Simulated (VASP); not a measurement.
Pd: single point with r2SCAN

Pd:

```
Pd
1.0
    -1.55103    1.55103    1.55103
     1.55103   -1.55103    1.55103
     1.55103    1.55103   -1.55103
Pd
1
Direct
  0.00000 0.00000 0.00000
```

* Program: VASP 6.6.1
* Task: single point
* Functional: r2SCAN
* Potentials or basis: VASP PAW PBE potentials, release 64 (Pd)
* Cutoff: 520 eV
* k mesh: 12 × 12 × 12
* Occupations: fermi-dirac, width 0.05 eV
* Spin: no spin polarisation
* Dipole correction: no
* Further INCAR settings: ALGO = Normal; EDIFF = 1e-06; NBANDS = 11

```
Pressure               : 1.9 GPa
Band gap on the k mesh : zero (band 5 reaches 10.04 eV, above the bottom of band 6 at 8.27 eV)
```

Levels at points of the mesh, in eV from the Fermi level:
```
           k point  band 1  band 2  band 3  band 4  band 5  band 6  band 7  band 8  band 9  band 10
(0.00, 0.00, 0.00)   -7.07   -2.99   -2.99   -2.99   -1.02   -1.02   20.34   20.34   20.34    22.63
(0.50, 0.00, 0.00)   -5.35   -4.21   -1.08   -0.79    0.63    1.71    8.28   15.93   18.66    22.60
(0.50, 0.50, 0.50)   -5.33   -5.33    0.23    0.23    0.23    9.78    9.78    9.78   18.30    18.30
```

It took 19 s on 1 thread of Intel(R) Xeon(R) 6975P-C (Granite Rapids), on a shared host, peak memory 0.13 GiB.

Caveat: the PAW data sets were made with another functional, which shifts forces and pressure a little.
